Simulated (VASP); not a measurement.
# SrHfBr6 in VASP: settings compared, part 2 of 2

VASP 6.6.1.

## 4. Single point, PBEsol

The input, INCAR:

```
PREC = Accurate
ENCUT = 520
EDIFF = 1E-6
ISMEAR = -1
SIGMA = 0.05
LREAL = F
LASPH = T
NELM = 60
ALGO = Normal
ISIF = 2
LWAVE = F
LCHARG = T
GGA = PS
LELF = T
LVHAR = T
NBANDS = 41
```

The input, KPOINTS:

```
Automatic mesh
0
Gamma
  4 4 4
```

The input, POSCAR:

```
SrHfBr6
1.0
    5.8839320009      3.3991728130      2.4977421256
   -5.8839065353      3.3984666254      2.4987437050
   -0.0006475906     -6.7966513531      2.4968787680
Sr Hf Br
1 1 6
Direct
    0.0034559452      0.0051091133      0.0098405715
    0.5033345458      0.5051086383      0.5099181727
    0.4847888585      0.2849151358      0.1342217356
    0.2833506205      0.1293892794      0.4912328149
    0.8791418393      0.5236589275      0.7300039737
    0.7231983850      0.8807854702      0.5284820976
    0.5220646414      0.7252708430      0.8856418889
    0.1276049093      0.4865502277      0.2896456396
```

Potentials or basis: VASP PAW PBE potentials, release 64 (Sr_sv, Hf_pv, Br).

Started as:

```console
> cat potpaw_PBE.64/Sr_sv/POTCAR potpaw_PBE.64/Hf_pv/POTCAR potpaw_PBE.64/Br/POTCAR > POTCAR
> mpirun -np 1 vasp_std > vasp.out
```

OUTCAR:

```text
PREC = Accurate
   ENCUT = 520
   EDIFF = 1E-6
   ISMEAR = -1
   LREAL = F
   LASPH = T
   NELM = 60
   ISIF = 2
   GGA = PS

 ion  position               nearest neighbor table
   1  0.003  0.005  0.010-   4 3.05   3 3.05   6 3.06   5 3.06   8 3.06   7 3.06   2 3.75   2 3.75

   2  0.503  0.505  0.510-   7 2.61   8 2.61   6 2.61   4 2.61   5 2.61   3 2.61   1 3.75   1 3.75

   3  0.485  0.285  0.134-   2 2.61   1 3.05
   4  0.283  0.129  0.491-   2 2.61   1 3.05
   5  0.879  0.524  0.730-   2 2.61   1 3.06
   6  0.723  0.881  0.528-   2 2.61   1 3.06
   7  0.522  0.725  0.886-   2 2.61   1 3.06
   8  0.128  0.487  0.290-   2 2.61   1 3.06

  LATTYP: Found a triclinic cell.
 ALAT       =    18.6581263280
 B/A-ratio  =     0.6307084856
 C/A-ratio  =     0.4016139969
 COS(alpha) =     0.0001681271
 COS(beta)  =     0.2678533355
 COS(gamma) =     0.9461304685

  Lattice vectors:

 A1 = (  17.6523926621,   3.3988909153,  -4.9966240524)
 A2 = (  11.7678385362,   0.0007061876,  -0.0010015794)
 A3 = (   0.0006221250,  -0.0009880853,  -7.4933645986)

Analysis of symmetry for initial positions (statically):
=====================================================================
 Subroutine PRICEL returns:
 Original cell was already a primitive cell.

 Routine SETGRP: Setting up the symmetry group for a
 triclinic supercell.

 Subroutine GETGRP returns: Found  1 space group operations
 (whereof  1 operations were pure point group operations)
 out of a pool of  2 trial point group operations.

The static configuration has the point symmetry C_1 .

Analysis of symmetry for dynamics (positions and initial velocities):
[... 142 lines left out ...]
     AMIX     =   0.40;   BMIX     =  1.00
     AMIX_MAG =   1.60;   BMIX_MAG =  1.00
  volume/ion in A,a.u.               =      37.46       252.79
  Fermi-wavevector in a.u.,A,eV,Ry     =   0.968246  1.829719 12.755455  0.937500
  Thomas-Fermi vector in A             =   2.098199
   LORBIT       =      0    0 simple, 1 ext, 2 COOP (PROOUT), +10 PAW based schemes
   GGA     = PS    functional components
   LHFCALC =     F    Hartree Fock is set to
   AEXX    =    0.0000 exact exchange contribution
   IVDW    =     0    specifies the selected vdW correction
   LEPSILON=     F    determine dielectric tensor
   LRPA    =     F    only Hartree local field effects (RPA)
 non-spin polarized calculation
  energy-cutoff  :      520.00
  volume of cell :      299.68
 maximum number of plane-waves:      8099
 NGX is ok and might be reduce to    54
   NGX = 27   NGY = 27   NGZ = 27

 number of electron      62.0000000 magnetization

 Free energy of the ion-electron system (eV)
  ---------------------------------------------------
  ext. energy  EPLUGINS =         0.00000000
  ---------------------------------------------------
  free energy    TOTEN  =       -36.50505337 eV

  energy without entropy =      -36.50505337  energy(sigma->0) =      -36.50505337

 E-fermi :   0.1576     XC(G=0):  -7.5724

 val. band max:       -1.0841078753   @ k =   0.2500   0.2500   0.2500
 cond. band min:       1.6840781705   @ k =   0.5000   0.5000   0.0000
 fundamental gap:      2.7681860458
 Fermi energy:         0.1575731632

 k-point     1 :       0.0000    0.0000    0.0000
  band No.  band energies     occupation
      1     -34.7367      2.00000
      2     -31.4977      2.00000
      3     -31.4714      2.00000
      4     -31.4713      2.00000
      5     -16.9070      2.00000
      6     -16.8414      2.00000
[... 1045 lines left out ...]
     40       5.5338      0.00000
     41       5.8859      0.00000

 [... further k-points ...]

------------------------ aborting loop because EDIFF is reached ----------------------------------------

  FORCE on cell =-STRESS in cart. coord.  units (eV):
  Direction    XX          YY          ZZ          XY          YZ          ZX
  --------------------------------------------------------------------------------------
  -------------------------------------------------------------------------------------
  Total       -0.2307771     -0.2199782     -0.1639957      0.0018818      0.0000251      0.0040024
  in kB       -1.2337968     -1.1760631     -0.8767656      0.0100606      0.0001341      0.0213978
  external PRESSURE =      -1.0955418 kB  Pullay stress =       0.0000000 kB

 VOLUME and BASIS-vectors are now :
 -----------------------------------------------------------------------------
  energy-cutoff  :      520.00
  volume of cell :      299.68
      direct lattice vectors                 reciprocal lattice vectors
     5.883932001  3.399172813  2.497742126     0.084985789  0.049018023  0.133451993
    -5.883906535  3.398466625  2.498743705    -0.084968958  0.049029032  0.133437881
    -0.000647591 -6.796651353  2.496878768     0.000017246 -0.098100624  0.133464338

 POSITION                                       TOTAL-FORCE (eV/Angst)
 -----------------------------------------------------------------------------------
     -0.00973     -0.03777      0.04597        -0.000540      0.000040     -0.000851
     -0.01076     -0.03822      3.79254         0.001130      0.001411     -0.000479
      1.17596      1.70390      2.25794        -0.018946     -0.027114      0.039144
      0.90558     -1.93586      2.25760        -0.015504      0.028148      0.038861
      2.09118     -0.19359      5.32709        -0.033784      0.002860     -0.038116
     -0.92755      1.85969      5.32678         0.015701     -0.028163     -0.037737
     -1.19621     -1.78000      5.32759         0.018367      0.026377     -0.038451
     -2.11219      0.11866      2.25770         0.033575     -0.003559      0.037628
 -----------------------------------------------------------------------------------
    total drift:                                0.000025      0.000141      0.000045

  FREE ENERGIE OF THE ION-ELECTRON SYSTEM (eV)
  ---------------------------------------------------
  free  energy   TOTEN  =       -36.5050533662 eV

  energy  without entropy=      -36.5050533662  energy(sigma->0) =      -36.50505337
```

OSZICAR:

```text
N       E                     dE             d eps       ncg     rms          rms(c)
DAV:   1     0.423930770906E+03    0.42393E+03   -0.27008E+04  3112   0.129E+03
DAV:   2     0.266695081129E+01   -0.42126E+03   -0.40626E+03  3881   0.257E+02
DAV:   3    -0.372898935575E+02   -0.39957E+02   -0.39694E+02  3983   0.750E+01
DAV:   4    -0.383316689740E+02   -0.10418E+01   -0.10389E+01  4464   0.122E+01
DAV:   5    -0.383546333493E+02   -0.22964E-01   -0.22956E-01  4376   0.147E+00    0.490E+01
DAV:   6    -0.366237006153E+02    0.17309E+01   -0.33888E+00  3567   0.656E+00    0.349E+01
DAV:   7    -0.365464081473E+02    0.77292E-01   -0.18516E+00  3647   0.574E+00    0.467E+00
DAV:   8    -0.365028408498E+02    0.43567E-01   -0.22691E-01  3495   0.210E+00    0.256E+00
DAV:   9    -0.365036490993E+02   -0.80825E-03   -0.33442E-02  3775   0.746E-01    0.934E-01
DAV:  10    -0.365040317193E+02   -0.38262E-03   -0.42736E-03  4024   0.232E-01    0.573E-01
DAV:  11    -0.365048613004E+02   -0.82958E-03   -0.66568E-04  3590   0.102E-01    0.124E-01
DAV:  12    -0.365049930639E+02   -0.13176E-03   -0.84111E-05  3880   0.352E-02    0.257E-02
DAV:  13    -0.365050497821E+02   -0.56718E-04   -0.78534E-05  3592   0.338E-02    0.335E-02
DAV:  14    -0.365050532929E+02   -0.35109E-05   -0.63864E-06  3920   0.100E-02    0.136E-02
DAV:  15    -0.365050533662E+02   -0.73272E-07   -0.10250E-06  2632   0.445E-03
   1 F= -.36505053E+02 E0= -.36505053E+02  d E =-.745339E-11
```

Run time: 18 min. Hardware: 1 thread of Intel Xeon 8259CL, shared host; peak memory 0.67 GiB.

What came out:

| Quantity | Value |
| --- | --- |
| Free energy | -36.5051 eV |
| Pressure | -0.1 GPa |
| Largest force | 0.051 eV/Å |
| Band gap on the k mesh | 2.77 eV (least direct gap 2.86 eV) |

Forces on the atoms (eV/Å):
```
Sr  -0.001  0.000 -0.001
Hf   0.001  0.001  0.000
Br  -0.019 -0.027  0.039
Br  -0.016  0.028  0.039
Br  -0.034  0.003 -0.038
Br   0.016 -0.028 -0.038
Br   0.018  0.026 -0.038
Br   0.034 -0.004  0.038
```

Caveat: the PAW data sets were made with another functional, which shifts forces and pressure a little; spin-orbit coupling is left out, which moves the levels of the heavy elements. A k mesh can miss the band edges.

## 5. Overview

| level | cell | smearing | gap on the mesh (eV) | pressure (GPa) | largest force (eV/Å) |
| --- | --- | --- | --- | --- | --- |
| PBEsol | a = 7.239 Å, angles 108.7°, 8 atoms, atomic positions A | fermi-dirac 0.03 eV | 2.77 | -0.1 | 0.04 |
| r2SCAN+rVV10 | a = 6.940 Å, angles 107.4°, 8 atoms, atomic positions B | fermi-dirac 0.03 eV | 3.12 | -0.1 | 0.06 |
| PBEsol | a = 7.240, b = 7.240, c = 7.241 Å, angles 108.8°, 8 atoms, atomic positions C | fermi-dirac 0.05 eV | 2.77 | -0.1 | 0.05 |

Alike in all rows: task single point; potentials or basis VASP PAW PBE potentials, release 64 (Sr_sv, Hf_pv, Br); no spin polarisation; k mesh 4 × 4 × 4; cutoff (eV) 520.

Caveats: the PAW data sets were made with another functional, which shifts forces and pressure a little; spin-orbit coupling is left out, which moves the levels of the heavy elements.

Absolute energies hang on the potentials; compare differences alone.
